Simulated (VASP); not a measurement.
# MgO (mix) (Fm-3m) in VASP: notebook

Runs on MgO (mix). Level: PBE. Tasks: single point, relaxation of cell and atoms.

Everything below comes from runs of VASP 6.6.1. Logs are shortened: lines on timing, memory, paths and dates and some standing lists are left out, and cuts for length are marked.

## 1. The cell of the first run

The structure is cubic, space group Fm-3m (No. 225). The conventional cell has a = 4.156 Å, b = 4.156 Å, c = 4.156 Å, α = 90.00°, β = 90.00°, γ = 90.00°. Within 2.8 Å of Mg (site symmetry m-3m) lie 6 O at 2.08 Å. Within 2.8 Å of O (site symmetry m-3m) lie 6 Mg at 2.08 Å.

## 2. Single point, PBE

Input file INCAR:

```
  ALGO = Normal
  EDIFF = 1E-6
  ENCUT = 600
  GGA = PE
  GGA_COMPAT = F
  ISIF = 2
  ISMEAR = 0
  LASPH = T
  LCHARG = F
  LREAL = F
  LWAVE = F
  NBANDS = 11
  NELM = 120
  PREC = Accurate
  SIGMA = 0.02
```

Input file KPOINTS:

```
k-points
0
Gamma
  10 10 10
```

Input file POSCAR:

```
MgO
1.0
    0.0000000000      2.0780382926      2.0780382926
    2.0780382926      0.0000000000      2.0780382926
    2.0780382926      2.0780382926      0.0000000000
Mg O
1 1
Direct
    0.0000000000      0.0000000000      0.0000000000
    0.5000000000      0.5000000000      0.5000000000
```

Potentials or basis: VASP PAW PBE potentials, release 64 (Mg, O).

Started as:

```
cat potpaw_PBE.64/Mg/POTCAR potpaw_PBE.64/O/POTCAR > POTCAR
mpirun -np 1 vasp_std > vasp.out
```

OUTCAR:

```text
EDIFF = 1E-6
   ENCUT = 600
   GGA = PE
   ISIF = 2
   ISMEAR = 0
   LASPH = T
   LREAL = F
   NELM = 120
   PREC = Accurate

 ion  position               nearest neighbor table
   1  0.000  0.000  0.000-   2 2.08   2 2.08   2 2.08   2 2.08   2 2.08   2 2.08
   2  0.500  0.500  0.500-   1 2.08   1 2.08   1 2.08   1 2.08   1 2.08   1 2.08

  LATTYP: Found a face centered cubic cell.
 ALAT       =     4.1560765852

  Lattice vectors:

 A1 = (   0.0000000000,   2.0780382926,   2.0780382926)
 A2 = (   2.0780382926,   0.0000000000,   2.0780382926)
 A3 = (   2.0780382926,   2.0780382926,   0.0000000000)

Analysis of symmetry for initial positions (statically):
=====================================================================
 Subroutine PRICEL returns:
 Original cell was already a primitive cell.

 Routine SETGRP: Setting up the symmetry group for a
 face centered cubic supercell.

 Subroutine GETGRP returns: Found 48 space group operations
 (whereof 48 operations were pure point group operations)
 out of a pool of 48 trial point group operations.

The static configuration has the point symmetry O_h .

Analysis of symmetry for dynamics (positions and initial velocities):
=====================================================================
 Subroutine PRICEL returns:
 Original cell was already a primitive cell.

 Routine SETGRP: Setting up the symmetry group for a
 face centered cubic supercell.

 Subroutine GETGRP returns: Found 48 space group operations
 (whereof 48 operations were pure point group operations)
 out of a pool of 48 trial point group operations.

The dynamic configuration has the point symmetry O_h .

 Subroutine INISYM returns: Found 48 space group operations
 (whereof 48 operations are pure point group operations),
 and found     1 'primitive' translations

----------------------------------------------------------------------------------------

                                     Primitive cell

  volume of cell :      17.9469

  direct lattice vectors                    reciprocal lattice vectors
     0.000000000  2.078038293  2.078038293    -0.240611543  0.240611543  0.240611543
     2.078038293  0.000000000  2.078038293     0.240611543 -0.240611543  0.240611543
     2.078038293  2.078038293  0.000000000     0.240611543  0.240611543 -0.240611543

  length of vectors
     2.938789937  2.938789937  2.938789937     0.416751417  0.416751417  0.416751417

  position of ions in fractional coordinates (direct lattice)
     0.000000000  0.000000000  0.000000000
     0.500000000  0.500000000  0.500000000

  ion indices of the primitive-cell ions
[... 79 lines left out ...]
   IBRION =     -1    ionic relax: 0-MD 1-quasi-New 2-CG
   NFREE  =      0    steps in history (QN), initial steepest desc. (CG)
   ISIF   =      2    stress and relaxation
   ISYM   =      2    0-nonsym 1-usesym 2-fastsym
   POTIM  = 0.5000    time-step for ionic-motion
   TEBEG  =    0.0;   TEEND  =   0.0 temperature during run
   PSTRESS=    0.0 pullay stress
   NELECT =       8.0000    total number of electrons
   NUPDOWN=      -1.0000    fix difference up-down
   EMIN   =  10.00;   EMAX   =-10.00  energy-range for DOS
   EFERMI =   0.00;   METHOD = LEGACY
   ISMEAR =     0;   SIGMA  =   0.02  broadening in eV -4-tet -1-fermi 0-gaus
   EFERMI_NEDOS =   21; number of points for ismear=-14 and -15
   IALGO  =     38    algorithm
   IMIX   =      4    mixing-type and parameters
     AMIX     =   0.40;   BMIX     =  1.00
     AMIX_MAG =   1.60;   BMIX_MAG =  1.00
  volume/ion in A,a.u.               =       8.97        60.56
  Fermi-wavevector in a.u.,A,eV,Ry     =   1.250570  2.363234 21.278490  1.563925
  Thomas-Fermi vector in A             =   2.384558
   LORBIT       =      0    0 simple, 1 ext, 2 COOP (PROOUT), +10 PAW based schemes
   GGA     = PE    functional components
   LHFCALC =     F    Hartree Fock is set to
   AEXX    =    0.0000 exact exchange contribution
   IVDW    =     0    specifies the selected vdW correction
   LEPSILON=     F    determine dielectric tensor
   LRPA    =     F    only Hartree local field effects (RPA)
 non-spin polarized calculation
 Gauss-broadening in eV      SIGMA  =   0.02
  energy-cutoff  :      600.00
  volume of cell :       17.95
 maximum number of plane-waves:       612
   NGX = 11   NGY = 11   NGZ = 11

 number of electron       8.0000000 magnetization

 Free energy of the ion-electron system (eV)
  ---------------------------------------------------
  ext. energy  EPLUGINS =         0.00000000
  ---------------------------------------------------
  free energy    TOTEN  =       -11.87379456 eV

  energy without entropy =      -11.87379456  energy(sigma->0) =      -11.87379456

 E-fermi :   3.5743     XC(G=0): -11.2700

 val. band max:        3.4926864658   @ k =   0.0000   0.0000   0.0000
 cond. band min:       8.6215396287   @ k =   0.0000   0.0000   0.0000
 fundamental gap:      5.1288531629
 Fermi energy:         3.5743274733

 k-point     1 :       0.0000    0.0000    0.0000
  band No.  band energies     occupation
      1     -13.9806      2.00000
      2       3.4927      2.00000
      3       3.4927      2.00000
      4       3.4927      2.00000
      5       8.6215      0.00000
      6      19.5223      0.00000
      7      19.5223      0.00000
      8      19.5223      0.00000
      9      23.5451      0.00000
     10      25.3679      0.00000
     11      25.3679      0.00000
[... 309 lines left out ...]
 k-point    24 :       0.4000    0.3000    0.0000
  band No.  band energies     occupation
      1     -12.6495      2.00000
      2      -0.2148      2.00000
      3       2.1313      2.00000
      4       2.3601      2.00000
      5      13.4182      0.00000
      6      13.8556      0.00000
      7      17.5317      0.00000
      8      22.2076      0.00000
      9      22.4215      0.00000
     10      28.8811      0.00000
     11      31.2912      0.00000

 [... further k-points ...]
[... 5 lines left out ...]
  --------------------------------------------------------------------------------------
  -------------------------------------------------------------------------------------
  Total        1.2337111      1.2337111      1.2337111      0.0000000      0.0000000      0.0000000
  in kB      110.1370469    110.1370469    110.1370469      0.0000000      0.0000000      0.0000000
  external PRESSURE =     110.1370469 kB  Pullay stress =       0.0000000 kB

 VOLUME and BASIS-vectors are now :
 -----------------------------------------------------------------------------
  energy-cutoff  :      600.00
  volume of cell :       17.95
      direct lattice vectors                 reciprocal lattice vectors
     0.000000000  2.078038293  2.078038293    -0.240611543  0.240611543  0.240611543
     2.078038293  0.000000000  2.078038293     0.240611543 -0.240611543  0.240611543
     2.078038293  2.078038293  0.000000000     0.240611543  0.240611543 -0.240611543

 POSITION                                       TOTAL-FORCE (eV/Angst)
 -----------------------------------------------------------------------------------
      0.00000      0.00000      0.00000         0.000000      0.000000      0.000000
      2.07804      2.07804      2.07804         0.000000      0.000000      0.000000
 -----------------------------------------------------------------------------------
    total drift:                               -0.000000     -0.000000      0.000000

  FREE ENERGIE OF THE ION-ELECTRON SYSTEM (eV)
  ---------------------------------------------------
  free  energy   TOTEN  =       -11.8737945591 eV

  energy  without entropy=      -11.8737945591  energy(sigma->0) =      -11.87379456
```

OSZICAR:

```text
N       E                     dE             d eps       ncg     rms          rms(c)
DAV:   1     0.190507579254E+02    0.19051E+02   -0.50386E+03  1114   0.740E+02
DAV:   2    -0.126763609922E+02   -0.31727E+02   -0.31165E+02  1210   0.151E+02
DAV:   3    -0.134402769901E+02   -0.76392E+00   -0.76332E+00  1247   0.205E+01
DAV:   4    -0.134423261639E+02   -0.20492E-02   -0.20491E-02  1109   0.119E+00
DAV:   5    -0.134423329331E+02   -0.67692E-05   -0.67692E-05  1217   0.668E-02    0.726E+00
DAV:   6    -0.118894646431E+02    0.15529E+01   -0.84737E+00  1073   0.163E+01    0.216E+00
DAV:   7    -0.118791250189E+02    0.10340E-01   -0.49584E-02  1121   0.207E+00    0.134E+00
DAV:   8    -0.118741064335E+02    0.50186E-02   -0.25186E-02  1082   0.182E+00    0.221E-01
DAV:   9    -0.118737920744E+02    0.31436E-03   -0.48241E-04  1190   0.155E-01    0.126E-01
DAV:  10    -0.118737931283E+02   -0.10540E-05   -0.46231E-04  1142   0.162E-01    0.966E-03
DAV:  11    -0.118737946865E+02   -0.15582E-05   -0.23725E-06  1190   0.136E-02    0.509E-03
DAV:  12    -0.118737945591E+02    0.12741E-06   -0.57276E-07   643   0.607E-03
   1 F= -.11873795E+02 E0= -.11873795E+02  d E =-.196265E-11
```

stdout:

```text
POSCAR found type information on POSCAR MgO
 POSCAR found :  2 types and       2 ions
 scaLAPACK will be used
 LDA part: xc-table for (Slater+PW92), standard interpolation
 POSCAR, INCAR and KPOINTS ok, starting setup
 FFT: planning ... GRIDC
 FFT: planning ... GRID_SOFT
 FFT: planning ... GRID
 WAVECAR not read
 entering main loop
```

Run time: 15 s. Hardware: 1 thread of Intel Xeon 8259CL, shared host; peak memory 0.14 GiB.

What came out:

```yaml
Free_energy: -11.8738 eV
Pressure: 11.0 GPa
Band_gap_on_the_k_mesh: 5.13 eV, direct
```

Levels at points of the mesh, in eV from the valence-band top:
```csv
k point,band 1,band 2,band 3,band 4,band 5,band 6,band 7,band 8
"(0.00, 0.00, 0.00)",-17.47,0.00,0.00,0.00,5.13,16.03,16.03,16.03
"(0.50, 0.00, 0.00)",-16.09,-4.80,-0.70,-0.70,8.16,13.07,16.73,16.73
"(0.50, 0.50, 0.00)",-15.81,-4.25,-1.40,-1.40,9.17,10.42,13.53,19.60
```

## 3. Relaxation of cell and atoms, PBE, target pressure 12 GPa, at which the enthalpy is minimised

This run uses another cell than the first one, of 9.37 Å³/atom, 1.045 times its volume.

Input file INCAR:

```
SYSTEM = MgO
PREC = Accurate ; ENCUT = 600
EDIFF = 1E-7 ; ISMEAR = 0
SIGMA = 0.02 ; LREAL = .False.
LASPH = .True. ; NELM = 120
ALGO = Normal ; ISIF = 3
LWAVE = .False. ; LCHARG = .False.
GGA = PE ; IBRION = 2
NSW = 100 ; EDIFFG = -0.002
PSTRESS = 120.0 ; GGA_COMPAT = .False.
NELMIN = 4
```

Input file KPOINTS:

```
Automatic mesh
0
Gamma
  10 10 10
  0 0 0
```

Input file POSCAR:

```
MgO
1.0
    0.0000000000      2.1085000000      2.1085000000
    2.1085000000      0.0000000000      2.1085000000
    2.1085000000      2.1085000000      0.0000000000
Mg O
1 1
Direct
    0.0000000000      0.0000000000      0.0000000000
    0.5000000000      0.5000000000      0.5000000000
```

Potentials or basis: VASP PAW PBE potentials, release 64 (Mg, O).

Started as:

```
cat potpaw_PBE.64/Mg/POTCAR potpaw_PBE.64/O/POTCAR > POTCAR
mpirun -np 1 vasp_std > vasp.out
```

It took 25 s on 1 thread of Intel Xeon 8259CL, shared host; peak memory 0.15 GiB.

The run converged. Its results:

```
Free energy                                            : -11.8695 eV
Relaxed volume                                         : 8.93 Å³/atom
Relaxed cell                                           : a = 2.934 Å, b = 2.934 Å, c = 2.934 Å, α = 60.00°, β = 60.00°, γ = 60.00°
Space group after relaxing (to 0.05 Å)                 : Fm-3m (No. 225)
Energy change on relaxing (the enthalpy is what falls) : +20.5 meV/atom
Ionic steps                                            : 3
Pressure after relaxing                                : 12.0 GPa
Band gap on the k mesh                                 : 5.18 eV, direct
```

Step by step:
```
step  energy change (eV)  largest force (eV/Å)  pressure (GPa)  volume (Å³)
   1              0.0000                0.0000            3.12        18.75
   2              0.0857                0.0000           17.78        17.37
   3              0.0411                0.0000           11.99        17.86
```

Final structure:
```
CELL_PARAMETERS angstrom
0.00000 2.07448 2.07448
2.07448 0.00000 2.07448
2.07448 2.07448 0.00000
ATOMIC_POSITIONS crystal
Mg 0.00000 0.00000 0.00000
O 0.50000 0.50000 0.50000
```

Levels at points of the mesh, in eV from the valence-band top:
| k point | band 2 | band 3 | band 4 | band 5 | band 6 | band 7 |
| --- | --- | --- | --- | --- | --- | --- |
| (0.00, 0.00, 0.00) | 0.00 | 0.00 | 0.00 | 5.18 | 16.06 | 16.06 |
| (0.50, 0.00, 0.00) | -4.82 | -0.71 | -0.71 | 8.19 | 13.13 | 16.79 |
| (0.50, 0.50, 0.00) | -4.27 | -1.41 | -1.41 | 9.17 | 10.48 | 13.59 |

Caveat: the cell is relaxed towards a set pressure, so the enthalpy falls and the energy may rise.
